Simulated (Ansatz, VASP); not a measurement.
In3B2As in VASP and in Ansatz

File INCAR:

```
ALGO     = Normal         # electronic algorithm
EDIFF    = 1E-6           # SCF threshold, eV
EDIFFG   = -0.01          # ionic threshold
ENCUT    = 600            # plane-wave cutoff, eV
GGA      = PE             # functional
IBRION   = 2              # ionic algorithm
ISIF     = 3              # what is computed and relaxed
ISMEAR   = 0              # smearing method
LASPH    = T              # aspherical terms in the spheres
LCHARG   = F              # write CHGCAR
LREAL    = F              # projectors in reciprocal space
LWAVE    = F              # write WAVECAR
NELM     = 80             # most SCF steps
NSW      = 100            # ionic steps
PREC     = Accurate       # precision mode
SIGMA    = 0.1            # smearing width, eV
```

The input KPOINTS:

```
k-points
0
Gamma
  6 6 12
```

POSCAR

```
In3B2As
1.0
    6.7709227684      0.0000000000      0.0000000000
   -3.3854613842      5.8637911245      0.0000000000
    0.0000000000      0.0000000000      3.0232225263
In B As
3 2 1
Direct
    0.5000000000      0.0000000000      0.5000000000
    0.0000000000      0.5000000000      0.5000000000
    0.5000000000      0.5000000000      0.5000000000
    0.3333333333      0.6666666667      0.0000000000
    0.6666666667      0.3333333333      0.0000000000
    0.0000000000      0.0000000000      0.0000000000
```

Input for Ansatz:

```yaml
crystal:
  lattice:
    - [6.7709227684, 0.0, 0.0]
    - [-3.3854613842, 5.8637911245, 0.0]
    - [0.0, 0.0, 3.0232225263]
  atoms:
    - { symbol: In, position: [0.5, 0.0, 0.5] }
    - { symbol: In, position: [0.0, 0.5, 0.5] }
    - { symbol: In, position: [0.5, 0.5, 0.5] }
    - { symbol: B, position: [0.3333333333, 0.6666666667, 0.0] }
    - { symbol: B, position: [0.6666666667, 0.3333333333, 0.0] }
    - { symbol: As, position: [0.0, 0.0, 0.0] }
basis:
  ecutwfc: 420
kpoints:
  mp_grid: { grid: [6, 6, 12] }
hamiltonian:
  xc: pbe
scf:
  occupations: { method: gaussian, width: 0.1 }
output:
  forces: true
  stress: true
  eigenvalues: true
  write_density: true
  write_potential: true
  elf: true
  volumetric_format: npy
relax:
  adjacent_minimum: "off"
  f_tol: 0.01
  max_steps: 80
  cell: { stress_tol: 0.05 }
```

Change from the starting cell: species swapped into the NdGa2Pt3 type (P6/mmm, No. 191).

Alike in both runs: task relaxation of cell and atoms; functional PBE; k mesh 6 × 6 × 12; occupations gaussian, width 0.1 eV; no spin polarisation.

|  | VASP | Ansatz |
| --- | --- | --- |
| version | VASP 6.6.1 | Ansatz 0.2.0 |
| potentials or method | VASP PAW PBE potentials, release 64 (In_d, B, As), cutoff 600 eV | scalar-relativistic, plane waves, PAW |
| valence electrons in the cell | 50 | 60 |

|  | VASP | Ansatz | Ansatz less VASP |
| --- | --- | --- | --- |
| gap on the k mesh at the Fermi level, each at its own relaxed structure (eV) | none | none | - |
| relaxed volume (Å³/atom) | 20.07 | 20.06 | -0.004 |
| relaxed cell length with the largest relative difference (Å) | 3.047 | 3.048 | +0.0011 |

A gap of «none» marks a metal or a gap that the smearing closes. VASP's potentials hold 50 valence electrons a cell and Ansatz's 60, so a difference there can come from the potentials and not from the codes.
